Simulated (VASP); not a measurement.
A run of VASP 6.6.1 is set up as follows.

Contents of INCAR:

```
SYSTEM = W2C3
PREC = Accurate ; ENCUT = 520
EDIFF = 1E-6 ; ISMEAR = 0
SIGMA = 0.1 ; LREAL = .False.
LASPH = .True. ; NELM = 80
ALGO = Normal ; ISIF = 2
LWAVE = .False. ; LCHARG = .False.
GGA = PE ; NBANDS = 51
```

Contents of KPOINTS:

```
Automatic mesh
0
Gamma
  12 12 4
  0 0 0
```

POSCAR

```
W2C3
1.0
    1.4807518693     -2.6147476944      0.0000000000
    1.4807518693      2.6147476944      0.0000000000
    0.0000000000      0.0000000000     12.8986128513
W C
4 6
Direct
    0.2502630243      0.7497369757      0.6405354091
    0.2502630243      0.7497369757      0.8594645909
    0.7497369757      0.2502630243      0.3594645909
    0.7497369757      0.2502630243      0.1405354091
    0.0867689140      0.9132310860      0.4584297846
    0.9132310860      0.0867689140      0.5415702154
    0.9083889821      0.0916110179      0.7500000000
    0.9132310860      0.0867689140      0.9584297846
    0.0867689140      0.9132310860      0.0415702154
    0.0916110179      0.9083889821      0.2500000000
```

Potentials or basis: VASP PAW PBE potentials, release 64 (W_sv, C).

Run with:

```console
$ cat potpaw_PBE.64/W_sv/POTCAR potpaw_PBE.64/C/POTCAR > POTCAR
$ mpirun -np 1 vasp_std > vasp.out
```

Problem. Estimate the band gap on the k mesh.

Solution. Zero (bands 40 and 41 overlap by 1.05 eV).

Problem. What does it give for the largest force?

Solution. 0.041 eV/Å.

Problem. What does it give for the pressure?

Solution. 1.0 GPa.

Stress tensor (GPa, compression positive):
```
0.79 0.00 0.00
0.00 0.92 0.00
0.00 0.00 1.20
```

Caveat: spin-orbit coupling is left out, which moves the levels of the heavy elements.
